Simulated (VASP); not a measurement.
# Cu (P6_3/mmc) in VASP: a series of runs

Aim: see how the results for Cu move with the level of theory and the settings. Levels: PBEsol, PBE. Tasks: single point.

Program: VASP 6.6.1. These are calculated values, not measurements. Logs are shortened: lines on timing, memory, paths and dates and some standing lists are left out, and cuts for length are marked.

## Step 1: The cell of the first run

Symmetry: P6_3/mmc, No. 194, hexagonal system. Conventional cell: a = 2.531 Å, b = 2.531 Å, c = 8.262 Å, α = 90.00°, β = 90.00°, γ = 120.00°. Cu (site symmetry -6m2) has 12 Cu at 2.53 Å within 3.3 Å. Cu (site symmetry -3m) has 12 Cu at 2.53 Å within 3.3 Å.

## Step 2: Single point, PBEsol

INCAR

```
PREC = Accurate
ENCUT = 700
EDIFF = 1E-6
ISMEAR = -1
SIGMA = 0.05
LREAL = False
LASPH = True
NELM = 120
ALGO = Normal
ISIF = 2
LWAVE = False
LCHARG = False
GGA = PS
NBANDS = 46
GGA_COMPAT = False
```

KPOINTS

```
Automatic mesh
0
Gamma
  12 12 4
```

POSCAR

```
Cu
1.0
    2.5307640267      0.0000000000      0.0000000000
   -1.2653820134      2.1917059381      0.0000000000
    0.0000000000      0.0000000000      8.2618150800
Cu
4
Direct
    0.6666666667      0.3333333333      0.7500000000
    0.0000000000      0.0000000000      0.5000000000
    0.3333333333      0.6666666667      0.2500000000
    0.0000000000      0.0000000000      0.0000000000
```

Potentials or basis: VASP PAW PBE potentials, release 64 (Cu_sv_GW).

Launch:

```
$ cat potpaw_PBE.64/Cu_sv_GW/POTCAR > POTCAR
$ mpirun -np 1 vasp_std > vasp.out
```

OUTCAR:

```text
PREC = Accurate
   ENCUT = 700
   EDIFF = 1E-6
   ISMEAR = -1
   LREAL = False
   LASPH = True
   NELM = 120
   ISIF = 2
   GGA = PS

 ion  position               nearest neighbor table
   1  0.667  0.333  0.750-   2 2.53   4 2.53   2 2.53   4 2.53   2 2.53   4 2.53
   2  0.000  0.000  0.500-   1 2.53   3 2.53   1 2.53   3 2.53   1 2.53   3 2.53
   3  0.333  0.667  0.250-   2 2.53   4 2.53   2 2.53   4 2.53   2 2.53   4 2.53
   4  0.000  0.000  0.000-   1 2.53   3 2.53   1 2.53   3 2.53   1 2.53   3 2.53

  LATTYP: Found a hexagonal cell.
 ALAT       =     2.5307640267
 C/A-ratio  =     3.2645537051

  Lattice vectors:

 A1 = (   2.5307640267,   0.0000000000,   0.0000000000)
 A2 = (  -1.2653820134,   2.1917059381,   0.0000000000)
 A3 = (   0.0000000000,   0.0000000000,   8.2618150800)

Analysis of symmetry for initial positions (statically):
=====================================================================
 Subroutine PRICEL returns:
 Original cell was already a primitive cell.

 Routine SETGRP: Setting up the symmetry group for a
 hexagonal supercell.

 Subroutine GETGRP returns: Found 24 space group operations
 (whereof 12 operations were pure point group operations)
 out of a pool of 24 trial point group operations.

The static configuration has the point symmetry D_3d.
 The point group associated with its full space group is D_6h.

Analysis of symmetry for dynamics (positions and initial velocities):
=====================================================================
 Subroutine PRICEL returns:
 Original cell was already a primitive cell.

 Routine SETGRP: Setting up the symmetry group for a
 hexagonal supercell.

 Subroutine GETGRP returns: Found 24 space group operations
 (whereof 12 operations were pure point group operations)
 out of a pool of 24 trial point group operations.

The dynamic configuration has the point symmetry D_3d.
 The point group associated with its full space group is D_6h.

 Subroutine INISYM returns: Found 24 space group operations
 (whereof 12 operations are pure point group operations),
 and found     1 'primitive' translations

----------------------------------------------------------------------------------------

                                     Primitive cell

  volume of cell :      45.8257

  direct lattice vectors                    reciprocal lattice vectors
     2.530764027  0.000000000  0.000000000     0.395137591  0.228132794  0.000000000
    -1.265382013  2.191705938  0.000000000     0.000000000  0.456265589  0.000000000
     0.000000000  0.000000000  8.261815080     0.000000000  0.000000000  0.121038778

  length of vectors
     2.530764027  2.530764027  8.261815080     0.456265589  0.456265589  0.121038778

  position of ions in fractional coordinates (direct lattice)
     0.666666667  0.333333333  0.750000000
     0.000000000  0.000000000  0.500000000
     0.333333333  0.666666667  0.250000000
     0.000000000  0.000000000  0.000000000

  ion indices of the primitive-cell ions
   primitive index   ion index
                 1           1
                 2           2
                 3           3
                 4           4

----------------------------------------------------------------------------------------

 KPOINTS: Automatic mesh

Automatic generation of k-mesh.
 Grid dimensions read from file:
 generate k-points for:   12   12    4

 Generating k-lattice:

  Cartesian coordinates                     Fractional coordinates (reciprocal lattice)
     0.032928133  0.019011066  0.000000000     0.083333333  0.000000000  0.000000000
     0.000000000  0.038022132  0.000000000     0.000000000  0.083333333  0.000000000
     0.000000000  0.000000000  0.030259694     0.000000000  0.000000000  0.250000000

  Length of vectors
     0.038022132  0.038022132  0.030259694

  Shift w.r.t. Gamma in fractional coordinates (k-lattice)
     0.000000000  0.000000000  0.000000000

 Subroutine IBZKPT returns following result:
 ===========================================

 Found     57 irreducible k-points:

 Following reciprocal coordinates:
            Coordinates               Weight
  0.000000  0.000000  0.000000      1.000000
  0.083333 -0.000000  0.000000      6.000000
  0.166667 -0.000000  0.000000      6.000000
  0.250000 -0.000000  0.000000      6.000000
  0.333333  0.000000  0.000000      6.000000
  0.416667  0.000000  0.000000      6.000000
[... 16 lines left out ...]
  0.250000 -0.000000  0.250000     12.000000
  0.333333  0.000000  0.250000     12.000000
 [... further k-points ...]
   k-points           NKPTS =     57   k-points in BZ     NKDIM =     57   number of bands    NBANDS=     46
   number of dos      NEDOS =    301   number of ions     NIONS =      4
   total plane-waves  NPLWV =  41472
   dimension x,y,z NGX =    24 NGY =   24 NGZ =   72
   dimension x,y,z NGXF=    48 NGYF=   48 NGZF=  144
   ions per type =               4
   NGX,Y,Z   is equivalent  to a cutoff of  15.77, 15.77, 14.49 a.u.
   NGXF,Y,Z  is equivalent  to a cutoff of  31.53, 31.53, 28.98 a.u.
 SYSTEM =  unknown system
   PREC   = accura    normal or accurate (medium, high low for compatibility)
   ISTART =      0    job   : 0-new  1-cont  2-samecut
   ICHARG =      2    charge: 1-file 2-atom 10-const
   ISPIN  =      1    spin polarized calculation?
   LNONCOLLINEAR =      F non collinear calculations
   LSORBIT =      F    spin-orbit coupling
   LASPH  =      T    aspherical Exc in radial PAW
   ENCUT  =  700.0 eV  51.45 Ry    7.17 a.u.   5.46  5.46 17.82*2*pi/ulx,y,z
   NELM   =    120;   NELMIN=  2; NELMDL= -5     # of ELM steps
   EDIFF  = 0.1E-05   stopping-criterion for ELM
   LREAL  =      F    real-space projection
   EDIFFG = 0.1E-04   stopping-criterion for IOM
   NSW    =      0    number of steps for IOM
   IBRION =     -1    ionic relax: 0-MD 1-quasi-New 2-CG
   NFREE  =      0    steps in history (QN), initial steepest desc. (CG)
   ISIF   =      2    stress and relaxation
   ISYM   =      2    0-nonsym 1-usesym 2-fastsym
   POTIM  = 0.5000    time-step for ionic-motion
   TEBEG  =    0.0;   TEEND  =   0.0 temperature during run
   PSTRESS=    0.0 pullay stress
   NELECT =      76.0000    total number of electrons
   NUPDOWN=      -1.0000    fix difference up-down
   EMIN   =  10.00;   EMAX   =-10.00  energy-range for DOS
   EFERMI =   0.00;   METHOD = LEGACY
   ISMEAR =    -1;   SIGMA  =   0.05  broadening in eV -4-tet -1-fermi 0-gaus
   EFERMI_NEDOS =   21; number of points for ismear=-14 and -15
   IALGO  =     38    algorithm
   IMIX   =      4    mixing-type and parameters
     AMIX     =   0.40;   BMIX     =  1.00
     AMIX_MAG =   1.60;   BMIX_MAG =  1.00
  volume/ion in A,a.u.               =      11.46        77.31
  Fermi-wavevector in a.u.,A,eV,Ry     =   1.937803  3.661916 51.090956  3.755079
  Thomas-Fermi vector in A             =   2.968306
   LORBIT       =      0    0 simple, 1 ext, 2 COOP (PROOUT), +10 PAW based schemes
   GGA     = PS    functional components
   LHFCALC =     F    Hartree Fock is set to
   AEXX    =    0.0000 exact exchange contribution
   IVDW    =     0    specifies the selected vdW correction
   LEPSILON=     F    determine dielectric tensor
   LRPA    =     F    only Hartree local field effects (RPA)
 non-spin polarized calculation
  energy-cutoff  :      700.00
  volume of cell :       45.83
 maximum number of plane-waves:      1980
 NGX is ok and might be reduce to    24
   NGX = 11   NGY = 11   NGZ = 35

 number of electron      76.0000020 magnetization

 Free energy of the ion-electron system (eV)
  ---------------------------------------------------
  ext. energy  EPLUGINS =         0.00000000
  ---------------------------------------------------
  free energy    TOTEN  =       -17.52261623 eV

  energy without entropy =      -17.50940483  energy(sigma->0) =      -17.51601053

 E-fermi :   7.6961     XC(G=0): -13.7477

 val. band max:        7.6744735413   @ k =   0.1667   0.0833   0.5000
 cond. band min:       7.7873746367   @ k =   0.5000  -0.0000   0.5000
 fundamental gap:      0.1129010954
 Fermi energy:         7.6960551363

 k-point     1 :       0.0000    0.0000    0.0000
  band No.  band energies     occupation
      1    -104.5395      2.00000
      2    -104.5350      2.00000
      3    -104.5169      2.00000
      4    -104.5133      2.00000
      5     -62.1248      2.00000
      6     -62.0714      2.00000
[... 38 lines left out ...]
     45      30.0152      0.00000
     46      30.5567      0.00000

 k-point     2 :       0.0833   -0.0000    0.0000
  band No.  band energies     occupation
      1    -104.5379      2.00000
      2    -104.5346      2.00000
      3    -104.5162      2.00000
      4    -104.5128      2.00000
      5     -62.1222      2.00000
      6     -62.0718      2.00000
[... 38 lines left out ...]
     45      27.9943      0.00000
     46      28.0018      0.00000

 k-point     3 :       0.1667   -0.0000    0.0000
  band No.  band energies     occupation
      1    -104.5353      2.00000
      2    -104.5325      2.00000
      3    -104.5142      2.00000
      4    -104.5115      2.00000
      5     -62.1155      2.00000
      6     -62.0739      2.00000
[... 38 lines left out ...]
     45      24.2243      0.00000
     46      24.2683      0.00000

 k-point     4 :       0.2500   -0.0000    0.0000
  band No.  band energies     occupation
      1    -104.5320      2.00000
      2    -104.5294      2.00000
      3    -104.5114      2.00000
      4    -104.5094      2.00000
      5     -62.1051      2.00000
      6     -62.0816      2.00000
[... 920 lines left out ...]
     45      24.3035      0.00000
     46      25.4594      0.00000

 k-point    23 :       0.2500   -0.0000    0.2500
  band No.  band energies     occupation
      1    -104.5314      2.00000
      2    -104.5296      2.00000
      3    -104.5110      2.00000
      4    -104.5095      2.00000
      5     -62.1034      2.00000
      6     -62.0902      2.00000
[... 38 lines left out ...]
     45      21.6859      0.00000
     46      24.1598      0.00000

 k-point    24 :       0.3333    0.0000    0.2500
  band No.  band energies     occupation
      1    -104.5281      2.00000
      2    -104.5270      2.00000
      3    -104.5083      2.00000
      4    -104.5074      2.00000
      5     -62.1056      2.00000
      6     -62.0969      2.00000
[... 38 lines left out ...]
     45      20.4620      0.00000
     46      21.2510      0.00000

 [... further k-points ...]
[... 5 lines left out ...]
  --------------------------------------------------------------------------------------
  -------------------------------------------------------------------------------------
  Total       -1.8276130     -1.8276130     -1.9625241      0.0000000      0.0000000      0.0000000
  in kB      -63.8977264    -63.8977264    -68.6145420      0.0000000      0.0000000      0.0000000
  external PRESSURE =     -65.4699983 kB  Pullay stress =       0.0000000 kB

 VOLUME and BASIS-vectors are now :
 -----------------------------------------------------------------------------
  energy-cutoff  :      700.00
  volume of cell :       45.83
      direct lattice vectors                 reciprocal lattice vectors
     2.530764027  0.000000000  0.000000000     0.395137591  0.228132794  0.000000000
    -1.265382013  2.191705938  0.000000000     0.000000000  0.456265589  0.000000000
     0.000000000  0.000000000  8.261815080     0.000000000  0.000000000  0.121038778

 POSITION                                       TOTAL-FORCE (eV/Angst)
 -----------------------------------------------------------------------------------
      1.26538      0.73057      6.19636         0.000000     -0.000000      0.000000
      0.00000      0.00000      4.13091         0.000000      0.000000      0.000000
     -0.00000      1.46114      2.06545        -0.000000      0.000000     -0.000000
      0.00000      0.00000      0.00000         0.000000      0.000000      0.000000
 -----------------------------------------------------------------------------------
    total drift:                               -0.000000      0.000000      0.000000

  FREE ENERGIE OF THE ION-ELECTRON SYSTEM (eV)
  ---------------------------------------------------
  free  energy   TOTEN  =       -17.5226162317 eV

  energy  without entropy=      -17.5094048320  energy(sigma->0) =      -17.51601053
```

Wall time 2.7 min (1 thread of AMD EPYC 9R45 (Zen 5), shared host); peak memory 0.27 GiB.

What came out:

```yaml
Free_energy: -17.5226 eV
Pressure: -6.5 GPa
Band_gap_on_the_k_mesh: zero (band 38 reaches 11.16 eV, above the bottom of band 39 at 6.01 eV)
```

Caveat: the PAW data sets were made with another functional, which shifts forces and pressure a little.

(Part 1 of 2 ends here.)
